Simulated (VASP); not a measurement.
# GaN (Fm-3m) in VASP: further runs, part 2 of 2

VASP 6.6.1. The steps go on from the part before.

### 3 Single point, r2SCAN

This run uses another cell than the first one, of 9.74 Å³/atom, 1.020 times its volume.

Input file POSCAR:

```
GaN
1.0
    0.0000000000      2.1352350000      2.1352350000
    2.1352350000      0.0000000000      2.1352350000
    2.1352350000      2.1352350000      0.0000000000
Ga N
1 1
Direct
    0.0000000000      0.0000000000      0.0000000000
    0.5000000000      0.5000000000      0.5000000000
```

Input file INCAR.step1:

```
SYSTEM = GaN
ALGO = Normal ; EDIFF = 1E-4
ENCUT = 520 ; GGA = PE
ISMEAR = -1 ; LASPH = .True.
LCHARG = .False. ; LREAL = .False.
LWAVE = .True. ; NBANDS = 16
NELM = 80 ; PREC = Accurate
SIGMA = 0.05
```

Input file INCAR.step2:

```
SYSTEM = GaN
ALGO = Normal ; EDIFF = 1E-6
ENCUT = 520 ; ISIF = 2
ISMEAR = -1 ; ISTART = 1
LASPH = .True. ; LCHARG = .True.
LELF = .True. ; LMIXTAU = .True.
LREAL = .False. ; LVHAR = .True.
LWAVE = .False. ; METAGGA = R2SCAN
NBANDS = 16 ; NELM = 80
PREC = Accurate ; SIGMA = 0.05
```

Input file KPOINTS:

```
k-points
0
Gamma
  11 11 11
  0 0 0
```

Potentials or basis: VASP PAW PBE potentials, release 64 (Ga_d, N).

Command:

```console
> cat potpaw_PBE.64/Ga_d/POTCAR potpaw_PBE.64/N/POTCAR > POTCAR
> cp INCAR.step1 INCAR
> mpirun -np 1 vasp_std > vasp.out
> cp INCAR.step2 INCAR
> mpirun -np 1 vasp_std > vasp.out
```

OUTCAR:

```text
SYSTEM = GaN
   EDIFF = 1E-6
   ENCUT = 520
   ISIF = 2
   ISMEAR = -1
   ISTART = 1
   LASPH = .True.
   LREAL = .False.
   METAGGA = R2SCAN
   NELM = 80
   PREC = Accurate

 ion  position               nearest neighbor table
   1  0.000  0.000  0.000-   2 2.14   2 2.14   2 2.14   2 2.14   2 2.14   2 2.14
   2  0.500  0.500  0.500-   1 2.14   1 2.14   1 2.14   1 2.14   1 2.14   1 2.14

  LATTYP: Found a face centered cubic cell.
 ALAT       =     4.2704700000

  Lattice vectors:

 A1 = (   0.0000000000,   2.1352350000,   2.1352350000)
 A2 = (   2.1352350000,   0.0000000000,   2.1352350000)
 A3 = (   2.1352350000,   2.1352350000,   0.0000000000)

Analysis of symmetry for initial positions (statically):
=====================================================================
 Subroutine PRICEL returns:
 Original cell was already a primitive cell.

 Routine SETGRP: Setting up the symmetry group for a
 face centered cubic supercell.

 Subroutine GETGRP returns: Found 48 space group operations
 (whereof 48 operations were pure point group operations)
 out of a pool of 48 trial point group operations.

The static configuration has the point symmetry O_h .

Analysis of symmetry for dynamics (positions and initial velocities):
=====================================================================
 Subroutine PRICEL returns:
 Original cell was already a primitive cell.

 Routine SETGRP: Setting up the symmetry group for a
 face centered cubic supercell.

 Subroutine GETGRP returns: Found 48 space group operations
 (whereof 48 operations were pure point group operations)
 out of a pool of 48 trial point group operations.

The dynamic configuration has the point symmetry O_h .

 Subroutine INISYM returns: Found 48 space group operations
 (whereof 48 operations are pure point group operations),
 and found     1 'primitive' translations

----------------------------------------------------------------------------------------

                                     Primitive cell

  volume of cell :      19.4700

  direct lattice vectors                    reciprocal lattice vectors
     0.000000000  2.135235000  2.135235000    -0.234166263  0.234166263  0.234166263
     2.135235000  0.000000000  2.135235000     0.234166263 -0.234166263  0.234166263
     2.135235000  2.135235000  0.000000000     0.234166263  0.234166263 -0.234166263

  length of vectors
     3.019678296  3.019678296  3.019678296     0.405587864  0.405587864  0.405587864

  position of ions in fractional coordinates (direct lattice)
     0.000000000  0.000000000  0.000000000
     0.500000000  0.500000000  0.500000000

  ion indices of the primitive-cell ions
   primitive index   ion index
                 1           1
                 2           2

----------------------------------------------------------------------------------------

 KPOINTS: k-points

Automatic generation of k-mesh.
 Grid dimensions read from file:
 generate k-points for:   11   11   11

 Generating k-lattice:

  Cartesian coordinates                     Fractional coordinates (reciprocal lattice)
    -0.021287842  0.021287842  0.021287842     0.090909091  0.000000000  0.000000000
     0.021287842 -0.021287842  0.021287842     0.000000000  0.090909091  0.000000000
     0.021287842  0.021287842 -0.021287842     0.000000000  0.000000000  0.090909091

  Length of vectors
     0.036871624  0.036871624  0.036871624

  Shift w.r.t. Gamma in fractional coordinates (k-lattice)
     0.000000000  0.000000000  0.000000000

 Subroutine IBZKPT returns following result:
 ===========================================

 Found     56 irreducible k-points:

 Following reciprocal coordinates:
            Coordinates               Weight
  0.000000  0.000000  0.000000      1.000000
  0.090909  0.000000  0.000000      8.000000
  0.181818  0.000000  0.000000      8.000000
  0.272727  0.000000  0.000000      8.000000
  0.363636  0.000000  0.000000      8.000000
  0.454545  0.000000  0.000000      8.000000
[... 16 lines left out ...]
 -0.272727  0.181818  0.000000     24.000000
 -0.181818  0.181818  0.000000     12.000000
 [... further k-points ...]
   k-points           NKPTS =     56   k-points in BZ     NKDIM =     56   number of bands    NBANDS=     16
   number of dos      NEDOS =    301   number of ions     NIONS =      2
   total plane-waves  NPLWV =  13824
   dimension x,y,z NGX =    24 NGY =   24 NGZ =   24
   dimension x,y,z NGXF=    48 NGYF=   48 NGZF=   48
   ions per type =               1   1
   NGX,Y,Z   is equivalent  to a cutoff of  13.21, 13.21, 13.21 a.u.
   NGXF,Y,Z  is equivalent  to a cutoff of  26.43, 26.43, 26.43 a.u.
 SYSTEM =  GaN
   PREC   = accura    normal or accurate (medium, high low for compatibility)
   ISTART =      1    job   : 0-new  1-cont  2-samecut
   ICHARG =      0    charge: 1-file 2-atom 10-const
   ISPIN  =      1    spin polarized calculation?
   LNONCOLLINEAR =      F non collinear calculations
   LSORBIT =      F    spin-orbit coupling
   LASPH  =      T    aspherical Exc in radial PAW
   ENCUT  =  520.0 eV  38.22 Ry    6.18 a.u.   5.61  5.61  5.61*2*pi/ulx,y,z
   NELM   =     80;   NELMIN=  2; NELMDL=  0     # of ELM steps
   EDIFF  = 0.1E-05   stopping-criterion for ELM
   LREAL  =      F    real-space projection
   EDIFFG = 0.1E-04   stopping-criterion for IOM
   NSW    =      0    number of steps for IOM
   IBRION =     -1    ionic relax: 0-MD 1-quasi-New 2-CG
   NFREE  =      0    steps in history (QN), initial steepest desc. (CG)
   ISIF   =      2    stress and relaxation
   ISYM   =      2    0-nonsym 1-usesym 2-fastsym
   POTIM  = 0.5000    time-step for ionic-motion
   TEBEG  =    0.0;   TEEND  =   0.0 temperature during run
   PSTRESS=    0.0 pullay stress
   NELECT =      18.0000    total number of electrons
   NUPDOWN=      -1.0000    fix difference up-down
   EMIN   =  10.00;   EMAX   =-10.00  energy-range for DOS
   EFERMI =   0.00;   METHOD = LEGACY
   ISMEAR =    -1;   SIGMA  =   0.05  broadening in eV -4-tet -1-fermi 0-gaus
   EFERMI_NEDOS =   21; number of points for ismear=-14 and -15
   IALGO  =     38    algorithm
   IMIX   =      4    mixing-type and parameters
     AMIX     =   0.40;   BMIX     =  1.00
     AMIX_MAG =   1.60;   BMIX_MAG =  1.00
  volume/ion in A,a.u.               =       9.74        65.70
  Fermi-wavevector in a.u.,A,eV,Ry     =   1.594814  3.013761 34.605481  2.543431
  Thomas-Fermi vector in A             =   2.692830
   LORBIT       =      0    0 simple, 1 ext, 2 COOP (PROOUT), +10 PAW based schemes
   METAGGA = R2SCAN    functional components
   LHFCALC =     F    Hartree Fock is set to
   AEXX    =    0.0000 exact exchange contribution
   IVDW    =     0    specifies the selected vdW correction
   LEPSILON=     F    determine dielectric tensor
   LRPA    =     F    only Hartree local field effects (RPA)
 non-spin polarized calculation
  energy-cutoff  :      520.00
  volume of cell :       19.47
 maximum number of plane-waves:       534
   NGX = 11   NGY = 11   NGZ = 11

 number of electron      18.0000005 magnetization

 Free energy of the ion-electron system (eV)
  ---------------------------------------------------
  ext. energy  EPLUGINS =         0.00000000
  ---------------------------------------------------
  free energy    TOTEN  =       -20.96216310 eV

  energy without entropy =      -20.96216244  energy(sigma->0) =      -20.96216277

 E-fermi :   7.8479     XC(G=0): -13.9765

 val. band max:        7.2915109611   @ k =  -0.1818   0.1818   0.0000
 cond. band min:       8.3332570112   @ k =   0.4545   0.4545   0.0000
 fundamental gap:      1.0417460501
 Fermi energy:         7.8478805645

 k-point     1 :       0.0000    0.0000    0.0000
  band No.  band energies     occupation
      1     -10.4788      2.00000
      2      -7.1296      2.00000
      3      -7.1296      2.00000
      4      -7.1296      2.00000
      5      -7.0673      2.00000
      6      -7.0673      2.00000
[... 8 lines left out ...]
     15      23.7318      0.00000
     16      23.7318      0.00000

 k-point     2 :       0.0909    0.0000    0.0000
  band No.  band energies     occupation
      1     -10.3220      2.00000
      2      -7.1350      2.00000
      3      -7.1232      2.00000
      4      -7.1231      2.00000
      5      -7.0769      2.00000
      6      -7.0768      2.00000
[... 8 lines left out ...]
     15      23.7545      0.00000
     16      23.7831      0.00000
[... 387 lines left out ...]
      5      -7.0042      2.00000
      6      -6.6292      2.00000
[... 8 lines left out ...]
     15      27.0365      0.00000
     16      29.2886      0.00000

 k-point    24 :      -0.1818    0.1818    0.0000
  band No.  band energies     occupation
      1      -9.0371      2.00000
      2      -7.2121      2.00000
      3      -7.1918      2.00000
      4      -7.1598      2.00000
      5      -7.0476      2.00000
      6      -6.8643      2.00000
[... 8 lines left out ...]
     15      26.3404      0.00000
     16      28.4640      0.00000

 [... further k-points ...]
[... 5 lines left out ...]
  --------------------------------------------------------------------------------------
  -------------------------------------------------------------------------------------
  Total       -0.9014756     -0.9014756     -0.9014756      0.0000000     -0.0000000      0.0000000
  in kB      -74.1818280    -74.1818280    -74.1818280      0.0000000     -0.0000000      0.0000000
  external PRESSURE =     -74.1818280 kB  Pullay stress =       0.0000000 kB

 VOLUME and BASIS-vectors are now :
 -----------------------------------------------------------------------------
  energy-cutoff  :      520.00
  volume of cell :       19.47
      direct lattice vectors                 reciprocal lattice vectors
     0.000000000  2.135235000  2.135235000    -0.234166263  0.234166263  0.234166263
     2.135235000  0.000000000  2.135235000     0.234166263 -0.234166263  0.234166263
     2.135235000  2.135235000  0.000000000     0.234166263  0.234166263 -0.234166263

 POSITION                                       TOTAL-FORCE (eV/Angst)
 -----------------------------------------------------------------------------------
      0.00000      0.00000      0.00000         0.000000      0.000000      0.000000
      2.13524      2.13524      2.13524        -0.000000     -0.000000     -0.000000
 -----------------------------------------------------------------------------------
    total drift:                                0.000000     -0.000000     -0.000000

  FREE ENERGIE OF THE ION-ELECTRON SYSTEM (eV)
  ---------------------------------------------------
  free  energy   TOTEN  =       -20.9621630958 eV

  energy  without entropy=      -20.9621624438  energy(sigma->0) =      -20.96216277
```

Run time: 1.9 min. Hardware: 1 thread of AMD EPYC 7R43 (Zen 3), shared host; peak memory 0.12 GiB.

What came out:

| Quantity | Value |
| --- | --- |
| Free energy | -20.9622 eV |
| Pressure | -7.4 GPa |
| Band gap on the k mesh | 1.04 eV, indirect (least direct gap 2.92 eV) |

Levels at points of the mesh, in eV from the valence-band top:
```tsv
k point	band 7	band 8	band 9	band 10	band 11	band 12
(0.00, 0.00, 0.00)	-0.50	-0.50	-0.50	2.41	15.26	15.26
```

Caveat: the PAW data sets were made with another functional, which shifts forces and pressure a little. A k mesh can miss the band edges.
